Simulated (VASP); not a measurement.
# Ta5C (P4/mmm) in VASP: a series of runs

Ta5C is run at these levels: PBE; tasks: relaxation of cell and atoms, single point.

Program: VASP 6.6.1. These are calculated values, not measurements. Logs are shortened: lines on timing, memory, paths and dates and some standing lists are left out, and cuts for length are marked.

### Step 1. The cell of the first run

It takes space group P4/mmm (No. 123, tetragonal). The conventional cell has a = 3.808 Å, b = 3.808 Å, c = 7.531 Å, α = 90.00°, β = 90.00°, γ = 90.00°. Within 3.9 Å of Ta (site symmetry 4/mmm) lie 12 Ta at 2.99 to 3.81 Å and 2 C at 3.77 Å. Within 3.2 Å of Ta (site symmetry 2mm) lie 2 C at 2.40 Å and 7 Ta at 2.69 to 2.99 Å. C (site symmetry 4/mmm) has 8 Ta at 2.40 Å within 3.2 Å.

The cell was built from a structure type or drawn by symmetry, and may not be a known phase.

### Step 2. Relaxation of cell and atoms, PBE

INCAR reads:

```
SYSTEM = Ta5C
PREC = Accurate
ENCUT = 600
EDIFF = 1E-7
ISMEAR = 0
SIGMA = 0.1
LREAL = .False.
LASPH = .True.
NELM = 80
ALGO = Normal
ISIF = 3
LWAVE = .False.
LCHARG = .False.
GGA = PE
IBRION = 2
NSW = 100
EDIFFG = -0.01
```

KPOINTS reads:

```
Automatic mesh
0
Gamma
  10 10 6
  0 0 0
```

POSCAR reads:

```
Ta5C
1.0
    3.8078804239      0.0000000000      0.0000000000
    0.0000000000      3.8078804239      0.0000000000
    0.0000000000      0.0000000000      7.5314195176
Ta C
5 1
Direct
    0.5000000000      0.5000000000      0.0000000000
    0.0000000000      0.5000000000      0.6933764533
    0.5000000000      0.0000000000      0.6933764533
    0.0000000000      0.5000000000      0.3066235467
    0.5000000000      0.0000000000      0.3066235467
    0.5000000000      0.5000000000      0.5000000000
```

Potentials or basis: VASP PAW PBE potentials, release 64 (Ta_pv, C).

Run with:

```sh
cat potpaw_PBE.64/Ta_pv/POTCAR potpaw_PBE.64/C/POTCAR > POTCAR
mpirun -np 1 vasp_std > vasp.out
```

OUTCAR:

```text
SYSTEM = Ta5C
   PREC = Accurate
   ENCUT = 600
   EDIFF = 1E-7
   ISMEAR = 0
   LREAL = .False.
   LASPH = .True.
   NELM = 80
   ISIF = 3
   GGA = PE
   IBRION = 2
   NSW = 100
   EDIFFG = -0.01

 ion  position               nearest neighbor table
   1  0.500  0.500  0.000-   2 2.99   3 2.99   4 2.99   5 2.99   3 2.99   5 2.99   2 2.99   4 2.99

   2  0.000  0.500  0.693-   6 2.40   6 2.40   3 2.69   3 2.69   3 2.69   3 2.69   4 2.91   1 2.99
                             1 2.99
   3  0.500  0.000  0.693-   6 2.40   6 2.40   2 2.69   2 2.69   2 2.69   2 2.69   5 2.91   1 2.99
                             1 2.99
   4  0.000  0.500  0.307-   6 2.40   6 2.40   5 2.69   5 2.69   5 2.69   5 2.69   2 2.91   1 2.99
                             1 2.99
   5  0.500  0.000  0.307-   6 2.40   6 2.40   4 2.69   4 2.69   4 2.69   4 2.69   3 2.91   1 2.99
                             1 2.99
   6  0.500  0.500  0.500-   2 2.40   3 2.40   4 2.40   5 2.40   3 2.40   5 2.40   2 2.40   4 2.40

  LATTYP: Found a simple tetragonal cell.
 ALAT       =     3.8078804239
 C/A-ratio  =     1.9778508459

  Lattice vectors:

 A1 = (   3.8078804239,   0.0000000000,   0.0000000000)
 A2 = (   0.0000000000,   3.8078804239,   0.0000000000)
 A3 = (   0.0000000000,   0.0000000000,   7.5314195176)

Analysis of symmetry for initial positions (statically):
=====================================================================
 Subroutine PRICEL returns:
 Original cell was already a primitive cell.

 Routine SETGRP: Setting up the symmetry group for a
 simple tetragonal supercell.

 Subroutine GETGRP returns: Found 16 space group operations
 (whereof 16 operations were pure point group operations)
 out of a pool of 16 trial point group operations.

The static configuration has the point symmetry D_4h.

Analysis of symmetry for dynamics (positions and initial velocities):
=====================================================================
 Subroutine PRICEL returns:
 Original cell was already a primitive cell.

 Routine SETGRP: Setting up the symmetry group for a
 simple tetragonal supercell.

 Subroutine GETGRP returns: Found 16 space group operations
 (whereof 16 operations were pure point group operations)
 out of a pool of 16 trial point group operations.

The dynamic configuration has the point symmetry D_4h.

 Subroutine INISYM returns: Found 16 space group operations
 (whereof 16 operations are pure point group operations),
 and found     1 'primitive' translations

[... 109 lines left out ...]
   ISYM   =      2    0-nonsym 1-usesym 2-fastsym
   POTIM  = 0.5000    time-step for ionic-motion
   TEBEG  =    0.0;   TEEND  =   0.0 temperature during run
   PSTRESS=    0.0 pullay stress
   NELECT =      59.0000    total number of electrons
   NUPDOWN=      -1.0000    fix difference up-down
   EMIN   =  10.00;   EMAX   =-10.00  energy-range for DOS
   EFERMI =   0.00;   METHOD = LEGACY
   ISMEAR =     0;   SIGMA  =   0.10  broadening in eV -4-tet -1-fermi 0-gaus
   EFERMI_NEDOS =   21; number of points for ismear=-14 and -15
   IALGO  =     38    algorithm
   IMIX   =      4    mixing-type and parameters
     AMIX     =   0.40;   BMIX     =  1.00
     AMIX_MAG =   1.60;   BMIX_MAG =  1.00
  volume/ion in A,a.u.               =      18.20       122.83
  Fermi-wavevector in a.u.,A,eV,Ry     =   1.333351  2.519667 24.188761  1.777824
  Thomas-Fermi vector in A             =   2.462216
   LORBIT       =      0    0 simple, 1 ext, 2 COOP (PROOUT), +10 PAW based schemes
   GGA     = PE    functional components
   LHFCALC =     F    Hartree Fock is set to
   AEXX    =    0.0000 exact exchange contribution
   IVDW    =     0    specifies the selected vdW correction
   LEPSILON=     F    determine dielectric tensor
   LRPA    =     F    only Hartree local field effects (RPA)
 conjugate gradient relaxation of ions
 non-spin polarized calculation
 Gauss-broadening in eV      SIGMA  =   0.10
  energy-cutoff  :      600.00
  volume of cell :      109.21
 maximum number of plane-waves:      3666
   NGX = 15   NGY = 15   NGZ = 31

--------------------------------------- Ionic step        1  -------------------------------------------

 number of electron      59.0000001 magnetization

 Free energy of the ion-electron system (eV)
  ---------------------------------------------------
  ext. energy  EPLUGINS =         0.00000000
  ---------------------------------------------------
  free energy    TOTEN  =       -63.61162000 eV

  energy without entropy =      -63.57861525  energy(sigma->0) =      -63.59511762

------------------------ aborting loop because EDIFF is reached ----------------------------------------

  FORCE on cell =-STRESS in cart. coord.  units (eV):
  Direction    XX          YY          ZZ          XY          YZ          ZX
  --------------------------------------------------------------------------------------
  -------------------------------------------------------------------------------------
  Total        0.5633621      0.5633621     -0.5544009      0.0000000     -0.0000000      0.0000000
  in kB        8.2652265      8.2652265     -8.1337539      0.0000000     -0.0000000      0.0000000
  external PRESSURE =       2.7988997 kB  Pullay stress =       0.0000000 kB
[... 227 lines left out ...]
--------------------------------------- Ionic step        7  -------------------------------------------

 number of electron      59.0000006 magnetization

 Free energy of the ion-electron system (eV)
  ---------------------------------------------------
  ext. energy  EPLUGINS =         0.00000000
  ---------------------------------------------------
  free energy    TOTEN  =       -63.61514665 eV

  energy without entropy =      -63.58263054  energy(sigma->0) =      -63.59888859

 E-fermi :   4.9723     XC(G=0): -11.8238

 val. band max:        4.9721735268   @ k =   0.5000   0.2000   0.1667
 cond. band min:       4.9838602325   @ k =   0.5000   0.3000   0.0000
 fundamental gap:      0.0116867057
 Fermi energy:         4.9722911757

 k-point     1 :       0.0000    0.0000    0.0000
  band No.  band energies     occupation
      1     -29.8214      2.00000
      2     -29.8214      2.00000
      3     -29.7315      2.00000
      4     -29.7315      2.00000
      5     -29.5708      2.00000
      6     -29.4828      2.00000
[... 901 lines left out ...]
     34       7.2000      0.00000
     35       7.4841      0.00000

 [... further k-points ...]

------------------------ aborting loop because EDIFF is reached ----------------------------------------

  FORCE on cell =-STRESS in cart. coord.  units (eV):
  Direction    XX          YY          ZZ          XY          YZ          ZX
  --------------------------------------------------------------------------------------
  -------------------------------------------------------------------------------------
  Total        0.0069746      0.0069746      0.0038927      0.0000000      0.0000000      0.0000000
  in kB        0.1022487      0.1022487      0.0570667      0.0000000      0.0000000      0.0000000
  external PRESSURE =       0.0871880 kB  Pullay stress =       0.0000000 kB
[... 21 lines left out ...]
  FREE ENERGIE OF THE ION-ELECTRON SYSTEM (eV)
  ---------------------------------------------------
  free  energy   TOTEN  =       -63.6151466478 eV

  energy  without entropy=      -63.5826305363  energy(sigma->0) =      -63.59888859

 reached required accuracy - stopping structural energy minimisation
```

OSZICAR:

```text
N       E                     dE             d eps       ncg     rms          rms(c)
DAV:   1     0.615834622388E+03    0.61583E+03   -0.35664E+04  5920   0.190E+03
DAV:   2    -0.334561374158E+02   -0.64929E+03   -0.63938E+03  6411   0.525E+02
DAV:   3    -0.667094859590E+02   -0.33253E+02   -0.32237E+02  7773   0.967E+01
DAV:   4    -0.678956503062E+02   -0.11862E+01   -0.11629E+01  7312   0.158E+01
[... 67 lines left out ...]
DAV:   2    -0.636151699488E+02   -0.64234E-04   -0.12135E-03  7044   0.246E-01    0.288E-02
DAV:   3    -0.636151472519E+02    0.22697E-04   -0.20307E-04  7102   0.955E-02    0.122E-02
DAV:   4    -0.636151464533E+02    0.79859E-06   -0.11794E-05  7017   0.190E-02    0.442E-03
DAV:   5    -0.636151465570E+02   -0.10369E-06   -0.10400E-06  6838   0.525E-03    0.248E-03
DAV:   6    -0.636151466478E+02   -0.90765E-07   -0.27962E-07  5630   0.258E-03
   7 F= -.63615147E+02 E0= -.63598889E+02  d E =-.140691E-03
```

CONTCAR:

```text
Ta5C
   1.00000000000000
     3.8206621527210451    0.0000000000000000    0.0000000000000000
     0.0000000000000000    3.8206621527210451   -0.0000000000000000
     0.0000000000000000   -0.0000000000000000    7.4868034181820970
  Ta              C
     5     1
Direct
     0.5000000000000000    0.5000000000000000    0.0000000000000000
     0.0000000000000000    0.5000000000000000    0.6936644654439778
     0.5000000000000000    0.0000000000000000    0.6936644654439778
     0.0000000000000000    0.5000000000000000    0.3063355345560222
     0.5000000000000000    0.0000000000000000    0.3063355345560222
     0.5000000000000000    0.5000000000000000    0.5000000000000000

  0.00000000E+00  0.00000000E+00  0.00000000E+00
  0.00000000E+00  0.00000000E+00  0.00000000E+00
  0.00000000E+00  0.00000000E+00  0.00000000E+00
  0.00000000E+00  0.00000000E+00  0.00000000E+00
  0.00000000E+00  0.00000000E+00  0.00000000E+00
  0.00000000E+00  0.00000000E+00  0.00000000E+00
```

It took 13 min on 1 thread of Intel Xeon 6975P-C (Granite Rapids), shared host; peak memory 0.44 GiB.

What came out:

```yaml
Free_energy: -63.6151 eV
Relaxed_volume: 18.21 Å³/atom
Relaxed_cell: a = 3.821 Å, b = 3.821 Å, c = 7.487 Å, α = 90.00°, β = 90.00°, γ = 90.00°
Space_group_after_relaxing_to_0.1_Å: P4/mmm (No. 123)
Energy_gained_by_relaxing: 0.6 meV/atom
Ionic_steps: 7
Pressure_after_relaxing: 0.0 GPa
Band_gap_on_the_k_mesh: zero (an odd number of electrons rules out a gap without spin polarisation)
```

Step by step:
| step | energy change (eV) | largest force (eV/Å) | pressure (GPa) | volume (Å³) |
| --- | --- | --- | --- | --- |
| 1 | 0.0000 | 0.0136 | 0.28 | 109.21 |
| 2 | -0.0026 | 0.0310 | -0.60 | 109.71 |
| 3 | -0.0029 | 0.0200 | -0.39 | 109.58 |
| 4 | -0.0029 | 0.0449 | 0.42 | 109.04 |
| 5 | -0.0034 | 0.0327 | 0.03 | 109.31 |
| 6 | -0.0035 | 0.0117 | 0.01 | 109.29 |
| 7 | -0.0035 | 0.0004 | 0.01 | 109.29 |

Final structure:
```xyz
6
Lattice="3.8207 0.0000 0.0000 0.0000 3.8207 0.0000 0.0000 0.0000 7.4868" Properties=species:S:1:pos:R:3 pbc="T T T"
Ta    1.9103    1.9103    0.0000
Ta    0.0000    1.9103    5.1933
Ta    1.9103    0.0000    5.1933
Ta    0.0000    1.9103    2.2935
Ta    1.9103    0.0000    2.2935
C     1.9103    1.9103    3.7434
```

Caveat: spin-orbit coupling is left out, which moves the levels of the heavy elements.

### Step 3. Single point, PBE

INCAR reads:

```
SYSTEM = Ta5C
ALGO     = Normal         ! electronic algorithm
EDIFF    = 1E-6           ! SCF threshold, eV
ENCUT    = 520            ! plane-wave cutoff, eV
GGA      = PE             ! functional
ISIF     = 2              ! what is computed and relaxed
ISMEAR   = 0              ! smearing method
LASPH    = .True.         ! aspherical terms in the spheres
LCHARG   = .True.         ! write CHGCAR
LELF     = .True.         ! ELF
LREAL    = .False.        ! projectors in reciprocal space
LVHAR    = .True.       
LWAVE    = .False.        ! write WAVECAR
NBANDS   = 38             ! bands
NELM     = 80             ! most SCF steps
PREC     = Accurate       ! precision mode
SIGMA    = 0.1            ! smearing width, eV
```

KPOINTS reads:

```
k-points
0
Gamma
  10 10 6
  0 0 0
```

POSCAR reads:

```
Ta5C
1.0
    3.8183666987      0.0000000000      0.0000000000
    0.0000000000      3.8183666987      0.0000000000
    0.0000000000      0.0000000000      7.4892103230
Ta C
5 1
Direct
    0.5000000000      0.5000000000      0.0000000000
    0.0000000000      0.5000000000      0.6934779807
    0.5000000000      0.0000000000      0.6934779807
    0.0000000000      0.5000000000      0.3065220193
    0.5000000000      0.0000000000      0.3065220193
    0.5000000000      0.5000000000      0.5000000000
```

Potentials or basis: VASP PAW PBE potentials, release 64 (Ta_pv, C).

Run with:

```sh
cat potpaw_PBE.64/Ta_pv/POTCAR potpaw_PBE.64/C/POTCAR > POTCAR
mpirun -np 1 vasp_std > vasp.out
```

OUTCAR:

```text
SYSTEM = Ta5C
   EDIFF = 1E-6
   ENCUT = 520
   GGA = PE
   ISIF = 2
   ISMEAR = 0
   LASPH = .True.
   LREAL = .False.
   NELM = 80
   PREC = Accurate

 ion  position               nearest neighbor table
   1  0.500  0.500  0.000-   2 2.99   3 2.99   4 2.99   5 2.99   3 2.99   5 2.99   2 2.99   4 2.99

   2  0.000  0.500  0.693-   6 2.40   6 2.40   3 2.70   3 2.70   3 2.70   3 2.70   4 2.90   1 2.99
                             1 2.99
   3  0.500  0.000  0.693-   6 2.40   6 2.40   2 2.70   2 2.70   2 2.70   2 2.70   5 2.90   1 2.99
                             1 2.99
   4  0.000  0.500  0.307-   6 2.40   6 2.40   5 2.70   5 2.70   5 2.70   5 2.70   2 2.90   1 2.99
                             1 2.99
   5  0.500  0.000  0.307-   6 2.40   6 2.40   4 2.70   4 2.70   4 2.70   4 2.70   3 2.90   1 2.99
                             1 2.99
   6  0.500  0.500  0.500-   2 2.40   3 2.40   4 2.40   5 2.40   3 2.40   5 2.40   2 2.40   4 2.40

  LATTYP: Found a simple tetragonal cell.
 ALAT       =     3.8183666987
 C/A-ratio  =     1.9613648751

  Lattice vectors:

 A1 = (   3.8183666987,   0.0000000000,   0.0000000000)
 A2 = (   0.0000000000,   3.8183666987,   0.0000000000)
 A3 = (   0.0000000000,   0.0000000000,   7.4892103230)

Analysis of symmetry for initial positions (statically):
=====================================================================
 Subroutine PRICEL returns:
 Original cell was already a primitive cell.

 Routine SETGRP: Setting up the symmetry group for a
 simple tetragonal supercell.

 Subroutine GETGRP returns: Found 16 space group operations
 (whereof 16 operations were pure point group operations)
 out of a pool of 16 trial point group operations.

The static configuration has the point symmetry D_4h.

Analysis of symmetry for dynamics (positions and initial velocities):
=====================================================================
 Subroutine PRICEL returns:
 Original cell was already a primitive cell.
[... 138 lines left out ...]
  Fermi-wavevector in a.u.,A,eV,Ry     =   1.333404  2.519768 24.190697  1.777966
  Thomas-Fermi vector in A             =   2.462265
   LORBIT       =      0    0 simple, 1 ext, 2 COOP (PROOUT), +10 PAW based schemes
   GGA     = PE    functional components
   LHFCALC =     F    Hartree Fock is set to
   AEXX    =    0.0000 exact exchange contribution
   IVDW    =     0    specifies the selected vdW correction
   LEPSILON=     F    determine dielectric tensor
   LRPA    =     F    only Hartree local field effects (RPA)
 non-spin polarized calculation
 Gauss-broadening in eV      SIGMA  =   0.10
  energy-cutoff  :      520.00
  volume of cell :      109.19
 maximum number of plane-waves:      2972
   NGX = 15   NGY = 15   NGZ = 27

 number of electron      59.0000021 magnetization

 Free energy of the ion-electron system (eV)
  ---------------------------------------------------
  ext. energy  EPLUGINS =         0.00000000
  ---------------------------------------------------
  free energy    TOTEN  =       -63.61302872 eV

  energy without entropy =      -63.58058087  energy(sigma->0) =      -63.59680479

 E-fermi :   4.9798     XC(G=0): -11.8278

 val. band max:        4.9794235156   @ k =   0.3000   0.3000   0.5000
 cond. band min:       4.9799577767   @ k =   0.5000   0.2000   0.1667
 fundamental gap:      0.0005342611
 Fermi energy:         4.9798424522

 k-point     1 :       0.0000    0.0000    0.0000
  band No.  band energies     occupation
      1     -29.8158      2.00000
      2     -29.8158      2.00000
      3     -29.7257      2.00000
      4     -29.7256      2.00000
      5     -29.5637      2.00000
      6     -29.4756      2.00000
[... 973 lines left out ...]
     37       8.0816      0.00000
     38       8.5475      0.00000

 [... further k-points ...]

------------------------ aborting loop because EDIFF is reached ----------------------------------------

  FORCE on cell =-STRESS in cart. coord.  units (eV):
  Direction    XX          YY          ZZ          XY          YZ          ZX
  --------------------------------------------------------------------------------------
  -------------------------------------------------------------------------------------
  Total        0.1643415      0.1643415      0.0801370      0.0000000     -0.0000000      0.0000000
  in kB        2.4113852      2.4113852      1.1758506      0.0000000     -0.0000000      0.0000000
  external PRESSURE =       1.9995403 kB  Pullay stress =       0.0000000 kB

 VOLUME and BASIS-vectors are now :
 -----------------------------------------------------------------------------
  energy-cutoff  :      520.00
  volume of cell :      109.19
      direct lattice vectors                 reciprocal lattice vectors
     3.818366699  0.000000000  0.000000000     0.261892081  0.000000000  0.000000000
     0.000000000  3.818366699  0.000000000     0.000000000  0.261892081  0.000000000
     0.000000000  0.000000000  7.489210323     0.000000000  0.000000000  0.133525426

 POSITION                                       TOTAL-FORCE (eV/Angst)
 -----------------------------------------------------------------------------------
      1.90918      1.90918      0.00000         0.000000     -0.000000      0.000000
      0.00000      1.90918      5.19360         0.000000     -0.000000      0.020479
      1.90918      0.00000      5.19360         0.000000      0.000000      0.020479
      0.00000      1.90918      2.29561        -0.000000     -0.000000     -0.020479
      1.90918      0.00000      2.29561         0.000000      0.000000     -0.020479
      1.90918      1.90918      3.74461         0.000000     -0.000000      0.000000
 -----------------------------------------------------------------------------------
    total drift:                                0.000000      0.000000      0.000000

  FREE ENERGIE OF THE ION-ELECTRON SYSTEM (eV)
  ---------------------------------------------------
  free  energy   TOTEN  =       -63.6130287181 eV

  energy  without entropy=      -63.5805808667  energy(sigma->0) =      -63.59680479
```

stdout:

```text
POSCAR found type information on POSCAR TaC
 POSCAR found :  2 types and       6 ions
 scaLAPACK will be used
 LDA part: xc-table for (Slater+PW92), standard interpolation
 POSCAR, INCAR and KPOINTS ok, starting setup
 FFT: planning ... GRIDC
 FFT: planning ... GRID_SOFT
 FFT: planning ... GRID
 WAVECAR not read
 entering main loop
```

It took 9.2 min on 1 thread of Intel Xeon 8259CL, shared host; peak memory 0.39 GiB.

What came out:

```yaml
Free_energy: -63.6130 eV
Pressure: 0.2 GPa
Largest_force: 0.020 eV/Å
Band_gap_on_the_k_mesh: zero (an odd number of electrons rules out a gap without spin polarisation)
```

Forces on the atoms (eV/Å):
```
Ta   0.000  0.000  0.000
Ta   0.000  0.000  0.020
Ta   0.000  0.000  0.020
Ta   0.000  0.000 -0.020
Ta   0.000  0.000 -0.020
C    0.000  0.000  0.000
```

Caveat: spin-orbit coupling is left out, which moves the levels of the heavy elements.
